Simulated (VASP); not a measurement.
# Ge (Cmmm) in VASP: further runs

The runs below take Ge through single point, with PBEsol.

All numbers are computed with VASP 6.6.1; they aren't measurements. Logs are shortened: lines on timing, memory, paths and dates and some standing lists are left out, and cuts for length are marked.

### 1 The cell of the first run

The structure is orthorhombic, space group Cmmm (No. 65). Conventional cell: a = 2.864 Å, b = 5.331 Å, c = 2.698 Å, α = 90.00°, β = 90.00°, γ = 90.00°. Ge (site symmetry mmm) has 8 Ge at 2.70 to 3.03 Å within 3.6 Å.

### 2 Single point, PBEsol (strain +0.025 along x and y, +0.000 along z)

The input, INCAR:

```
ALGO = Normal
EDIFF = 1E-6
ENCUT = 520
GGA = PS
ISIF = 2
ISMEAR = 0
LASPH = True
LCHARG = True
LELF = True
LREAL = False
LVHAR = True
LWAVE = False
NBANDS = 13
NELM = 60
PREC = Accurate
SIGMA = 0.15
```

The input, KPOINTS:

```
k-points
0
Gamma
  20 20 18
```

The input, POSCAR:

```
Ge
1.0
    1.4320777250     -2.6655289000      0.0000000000
    1.4320777250      2.6655289000      0.0000000000
    0.0000000000      0.0000000000      2.6982310000
Ge
1
Direct
    0.5000000000      0.5000000000      0.0000000000
```

Potentials or basis: VASP PAW PBE potentials, release 64 (Ge_d).

Run with:

```bash
$ cat potpaw_PBE.64/Ge_d/POTCAR > POTCAR
$ mpirun -np 1 vasp_std > vasp.out
```

OUTCAR:

```text
EDIFF = 1E-6
   ENCUT = 520
   GGA = PS
   ISIF = 2
   ISMEAR = 0
   LASPH = True
   LREAL = False
   NELM = 60
   PREC = Accurate

 ion  position               nearest neighbor table
   1  0.500  0.500  0.000-

  LATTYP: Found a base centered orthorhombic cell.
 ALAT       =     2.8641554500
 B/A-ratio  =     1.8613018368
 C/A-ratio  =     0.9420686297

  Lattice vectors:

 A1 = (   1.4320777250,  -2.6655289000,   0.0000000000)
 A2 = (   1.4320777250,   2.6655289000,   0.0000000000)
 A3 = (   0.0000000000,   0.0000000000,   2.6982310000)

Analysis of symmetry for initial positions (statically):
=====================================================================
 Subroutine PRICEL returns:
 Original cell was already a primitive cell.

 Routine SETGRP: Setting up the symmetry group for a
 base centered orthorhombic supercell.

 Subroutine GETGRP returns: Found  8 space group operations
 (whereof  8 operations were pure point group operations)
 out of a pool of  8 trial point group operations.

The static configuration has the point symmetry D_2h.

Analysis of symmetry for dynamics (positions and initial velocities):
=====================================================================
 Subroutine PRICEL returns:
 Original cell was already a primitive cell.

 Routine SETGRP: Setting up the symmetry group for a
 base centered orthorhombic supercell.

 Subroutine GETGRP returns: Found  8 space group operations
 (whereof  8 operations were pure point group operations)
 out of a pool of  8 trial point group operations.

The dynamic configuration has the point symmetry D_2h.

 Subroutine INISYM returns: Found  8 space group operations
 (whereof  8 operations are pure point group operations),
 and found     1 'primitive' translations

----------------------------------------------------------------------------------------

                                     Primitive cell

  volume of cell :      20.5996

  direct lattice vectors                    reciprocal lattice vectors
     1.432077725 -2.665528900  0.000000000     0.349143061 -0.187580033  0.000000000
     1.432077725  2.665528900  0.000000000     0.349143061  0.187580033  0.000000000
     0.000000000  0.000000000  2.698231000     0.000000000  0.000000000  0.370613191

  length of vectors
     3.025870276  3.025870276  2.698231000     0.396342208  0.396342208  0.370613191
[... 79 lines left out ...]
   EDIFF  = 0.1E-05   stopping-criterion for ELM
   LREAL  =      F    real-space projection
   EDIFFG = 0.1E-04   stopping-criterion for IOM
   NSW    =      0    number of steps for IOM
   IBRION =     -1    ionic relax: 0-MD 1-quasi-New 2-CG
   NFREE  =      0    steps in history (QN), initial steepest desc. (CG)
   ISIF   =      2    stress and relaxation
   ISYM   =      2    0-nonsym 1-usesym 2-fastsym
   POTIM  = 0.5000    time-step for ionic-motion
   TEBEG  =    0.0;   TEEND  =   0.0 temperature during run
   PSTRESS=    0.0 pullay stress
   NELECT =      14.0000    total number of electrons
   NUPDOWN=      -1.0000    fix difference up-down
   EMIN   =  10.00;   EMAX   =-10.00  energy-range for DOS
   EFERMI =   0.00;   METHOD = LEGACY
   ISMEAR =     0;   SIGMA  =   0.15  broadening in eV -4-tet -1-fermi 0-gaus
   EFERMI_NEDOS =   21; number of points for ismear=-14 and -15
   IALGO  =     38    algorithm
   IMIX   =      4    mixing-type and parameters
     AMIX     =   0.40;   BMIX     =  1.00
     AMIX_MAG =   1.60;   BMIX_MAG =  1.00
  volume/ion in A,a.u.               =      20.60       139.01
  Fermi-wavevector in a.u.,A,eV,Ry     =   1.439344  2.719965 28.187325  2.071710
  Thomas-Fermi vector in A             =   2.558210
   LORBIT       =      0    0 simple, 1 ext, 2 COOP (PROOUT), +10 PAW based schemes
   GGA     = PS    functional components
   LHFCALC =     F    Hartree Fock is set to
   AEXX    =    0.0000 exact exchange contribution
   IVDW    =     0    specifies the selected vdW correction
   LEPSILON=     F    determine dielectric tensor
   LRPA    =     F    only Hartree local field effects (RPA)
 non-spin polarized calculation
 Gauss-broadening in eV      SIGMA  =   0.15
  energy-cutoff  :      520.00
  volume of cell :       20.60
 maximum number of plane-waves:       572
   NGX = 11   NGY = 11   NGZ = 11

 number of electron      13.9999983 magnetization

 Free energy of the ion-electron system (eV)
  ---------------------------------------------------
  ext. energy  EPLUGINS =         0.00000000
  ---------------------------------------------------
  free energy    TOTEN  =        -4.69787028 eV

  energy without entropy =       -4.69255840  energy(sigma->0) =       -4.69521434

 E-fermi :   5.5742     XC(G=0): -10.9451

 val. band max:        5.5656560467   @ k =  -0.2500   0.2500   0.2778
 cond. band min:       5.5819934253   @ k =  -0.3000   0.2000   0.0556
 fundamental gap:      0.0163373786
 Fermi energy:         5.5741549927

 k-point     1 :       0.0000    0.0000    0.0000
  band No.  band energies     occupation
      1     -19.0727      2.00000
      2     -19.0075      2.00000
      3     -18.9660      2.00000
      4     -18.8731      2.00000
      5     -18.8569      2.00000
      6      -6.9086      2.00000
      7      12.0220      0.00000
      8      12.5663      0.00000
      9      13.3976      0.00000
     10      15.8565      0.00000
     11      17.5509      0.00000
     12      19.5429      0.00000
     13      19.9349      0.00000
[... 354 lines left out ...]
  band No.  band energies     occupation
      1     -19.0455      2.00000
      2     -18.9819      2.00000
      3     -18.9214      2.00000
      4     -18.8904      2.00000
      5     -18.8760      2.00000
      6      -4.5465      2.00000
      7       4.2146      2.00000
      8       8.5929      0.00000
      9      14.2883      0.00000
     10      14.6524      0.00000
     11      19.0238      0.00000
     12      25.3098      0.00000
     13      25.3216      0.00000

 [... further k-points ...]
[... 5 lines left out ...]
  --------------------------------------------------------------------------------------
  -------------------------------------------------------------------------------------
  Total       -0.9554193     -1.0755588     -0.5543402     -0.0000000      0.0000000      0.0000000
  in kB      -74.3096991    -83.6537907    -43.1149475     -0.0000000      0.0000000      0.0000000
  external PRESSURE =     -67.0261458 kB  Pullay stress =       0.0000000 kB

 VOLUME and BASIS-vectors are now :
 -----------------------------------------------------------------------------
  energy-cutoff  :      520.00
  volume of cell :       20.60
      direct lattice vectors                 reciprocal lattice vectors
     1.432077725 -2.665528900  0.000000000     0.349143061 -0.187580033  0.000000000
     1.432077725  2.665528900  0.000000000     0.349143061  0.187580033  0.000000000
     0.000000000  0.000000000  2.698231000     0.000000000  0.000000000  0.370613191

 POSITION                                       TOTAL-FORCE (eV/Angst)
 -----------------------------------------------------------------------------------
      1.43208      0.00000      0.00000         0.000000     -0.000000      0.000000
 -----------------------------------------------------------------------------------
    total drift:                               -0.000000     -0.000000     -0.000000

  FREE ENERGIE OF THE ION-ELECTRON SYSTEM (eV)
  ---------------------------------------------------
  free  energy   TOTEN  =        -4.6978702778 eV

  energy  without entropy=       -4.6925584011  energy(sigma->0) =       -4.69521434
```

It took 76 s on 1 thread of Intel Xeon 6975P-C (Granite Rapids), shared host; peak memory 0.36 GiB.

What came out:

- Free energy: -4.6979 eV
- Pressure: -6.7 GPa
- Band gap on the k mesh: zero (band 7 reaches 12.02 eV, above the bottom of band 8 at 2.84 eV)

Stress tensor (GPa, compression positive):
```
-7.43  0.00  0.00
 0.00 -8.37  0.00
 0.00  0.00 -4.31
```

Caveat: the cell differs from its parent crystal (strain +0.025 along x and y, +0.000 along z); the PAW data sets were made with another functional, which shifts forces and pressure a little.

### 3 Single point, PBEsol (strain +0.050 along x and y, -0.025 along z)

The input, INCAR:

```
PREC = Accurate ; ENCUT = 520
EDIFF = 1E-7 ; ISMEAR = 0
SIGMA = 0.15 ; LREAL = F
LASPH = T ; NELM = 80
ALGO = Normal ; ISIF = 2
LWAVE = F ; LCHARG = F
GGA = PS ; NBANDS = 13
```

The input, KPOINTS:

```
Automatic mesh
0
Gamma
  20 20 18
```

The input, POSCAR:

```
Ge
1.0
    1.4670064500     -2.7305418000      0.0000000000
    1.4670064500      2.7305418000      0.0000000000
    0.0000000000      0.0000000000      2.6307752250
Ge
1
Direct
    0.5000000000      0.5000000000      0.0000000000
```

Potentials or basis: VASP PAW PBE potentials, release 64 (Ge_d).

Run with:

```bash
$ cat potpaw_PBE.64/Ge_d/POTCAR > POTCAR
$ mpirun -np 1 vasp_std > vasp.out
```

OUTCAR:

```text
PREC = Accurate
   ENCUT = 520
   EDIFF = 1E-7
   ISMEAR = 0
   LREAL = F
   LASPH = T
   NELM = 80
   ISIF = 2
   GGA = PS

 ion  position               nearest neighbor table
   1  0.500  0.500  0.000-

  LATTYP: Found a base centered orthorhombic cell.
 ALAT       =     2.9340129000
 B/A-ratio  =     1.8613018368
 C/A-ratio  =     0.8966474636

  Lattice vectors:

 A1 = (   1.4670064500,  -2.7305418000,   0.0000000000)
 A2 = (   1.4670064500,   2.7305418000,   0.0000000000)
 A3 = (   0.0000000000,   0.0000000000,   2.6307752250)

Analysis of symmetry for initial positions (statically):
=====================================================================
 Subroutine PRICEL returns:
 Original cell was already a primitive cell.

 Routine SETGRP: Setting up the symmetry group for a
 base centered orthorhombic supercell.

 Subroutine GETGRP returns: Found  8 space group operations
 (whereof  8 operations were pure point group operations)
 out of a pool of  8 trial point group operations.

The static configuration has the point symmetry D_2h.

[... 158 lines left out ...]
 E-fermi :   5.3613     XC(G=0): -10.8303

 val. band max:        5.3544716380   @ k =  -0.3500   0.3500   0.3889
 cond. band min:       5.3616245517   @ k =  -0.3500   0.1500   0.1667
 fundamental gap:      0.0071529137
 Fermi energy:         5.3612965610

 k-point     1 :       0.0000    0.0000    0.0000
  band No.  band energies     occupation
      1     -19.3284      2.00000
      2     -19.2356      2.00000
      3     -19.2017      2.00000
      4     -19.1044      2.00000
      5     -19.0880      2.00000
      6      -6.9828      2.00000
      7      10.9907      0.00000
      8      12.2500      0.00000
      9      13.4688      0.00000
     10      15.5301      0.00000
     11      17.1587      0.00000
     12      18.9591      0.00000
     13      18.9774      0.00000
[... 354 lines left out ...]
  band No.  band energies     occupation
      1     -19.3047      2.00000
      2     -19.2177      2.00000
      3     -19.1653      2.00000
      4     -19.1155      2.00000
      5     -19.1041      2.00000
      6      -4.7923      2.00000
      7       3.6977      2.00000
      8       7.9033      0.00000
      9      13.5028      0.00000
     10      15.3622      0.00000
     11      19.7340      0.00000
     12      24.5234      0.00000
     13      24.9986      0.00000

 [... further k-points ...]
[... 5 lines left out ...]
  --------------------------------------------------------------------------------------
  -------------------------------------------------------------------------------------
  Total       -1.2782964     -1.4058871     -0.0982321      0.0000000      0.0000000      0.0000000
  in kB      -97.1734363   -106.8726121     -7.4674023      0.0000000      0.0000000      0.0000000
  external PRESSURE =     -70.5044835 kB  Pullay stress =       0.0000000 kB

 VOLUME and BASIS-vectors are now :
 -----------------------------------------------------------------------------
  energy-cutoff  :      520.00
  volume of cell :       21.08
      direct lattice vectors                 reciprocal lattice vectors
     1.467006450 -2.730541800  0.000000000     0.340830131 -0.183113842  0.000000000
     1.467006450  2.730541800  0.000000000     0.340830131  0.183113842  0.000000000
     0.000000000  0.000000000  2.630775225     0.000000000  0.000000000  0.380116093

 POSITION                                       TOTAL-FORCE (eV/Angst)
 -----------------------------------------------------------------------------------
      1.46701      0.00000      0.00000        -0.000000     -0.000000      0.000000
 -----------------------------------------------------------------------------------
    total drift:                               -0.000000     -0.000000     -0.000000

  FREE ENERGIE OF THE ION-ELECTRON SYSTEM (eV)
  ---------------------------------------------------
  free  energy   TOTEN  =        -4.6493661183 eV

  energy  without entropy=       -4.6436490156  energy(sigma->0) =       -4.64650757
```

OSZICAR:

```text
N       E                     dE             d eps       ncg     rms          rms(c)
DAV:   1     0.643602110852E+02    0.64360E+02   -0.72287E+03 30851   0.289E+03
DAV:   2     0.140895835492E+01   -0.62951E+02   -0.60121E+02 30935   0.413E+02
DAV:   3    -0.457480930579E+01   -0.59838E+01   -0.59564E+01 33238   0.742E+01
DAV:   4    -0.466914450905E+01   -0.94335E-01   -0.94322E-01 32908   0.101E+01
DAV:   5    -0.467020408270E+01   -0.10596E-02   -0.10596E-02 33781   0.121E+00    0.127E+00
DAV:   6    -0.465480365295E+01    0.15400E-01   -0.13388E-02 36211   0.250E+00    0.690E-01
DAV:   7    -0.464955662371E+01    0.52470E-02   -0.83744E-03 37610   0.166E+00    0.855E-02
DAV:   8    -0.464936617809E+01    0.19045E-03   -0.81857E-04 35055   0.610E-01    0.255E-02
DAV:   9    -0.464936589980E+01    0.27829E-06   -0.15323E-05 32555   0.409E-02    0.688E-03
DAV:  10    -0.464936609415E+01   -0.19434E-06   -0.86459E-07 34534   0.989E-03    0.210E-03
DAV:  11    -0.464936611829E+01   -0.24142E-07   -0.81228E-08 23245   0.382E-03
   1 F= -.46493661E+01 E0= -.46465076E+01  d E =-.571710E-02
```

It took 76 s on 1 thread of Intel Xeon 6975P-C (Granite Rapids), shared host; peak memory 0.37 GiB.

What came out:

- Free energy: -4.6494 eV
- Pressure: -7.1 GPa
- Band gap on the k mesh: zero (band 7 reaches 11.05 eV, above the bottom of band 8 at 2.59 eV)

Stress tensor (GPa, compression positive):
```
 -9.72   0.00   0.00
  0.00 -10.69   0.00
  0.00   0.00  -0.75
```

Levels at points of the mesh, in eV from the Fermi level:
| k point | band 5 | band 6 | band 7 | band 8 | band 9 | band 10 |
| --- | --- | --- | --- | --- | --- | --- |
| (0.00, 0.00, 0.00) | -24.45 | -12.34 | 5.63 | 6.89 | 8.11 | 10.17 |
| (0.50, 0.00, 0.00) | -24.47 | -8.23 | -4.94 | 2.58 | 6.62 | 11.20 |
| (0.50, 0.50, 0.00) | -24.45 | -8.95 | -5.11 | 4.11 | 8.10 | 10.66 |
| (0.00, 0.00, 0.50) | -24.44 | -8.08 | -5.29 | 8.81 | 10.06 | 14.46 |
| (0.50, 0.00, 0.50) | -24.37 | -3.61 | -1.98 | -1.43 | 3.79 | 5.84 |
| (0.50, 0.50, 0.50) | -24.39 | -4.43 | -2.51 | -1.54 | 3.48 | 7.37 |

Caveat: the cell differs from its parent crystal (strain +0.050 along x and y, -0.025 along z); the PAW data sets were made with another functional, which shifts forces and pressure a little.

[end of part 1 of 2]
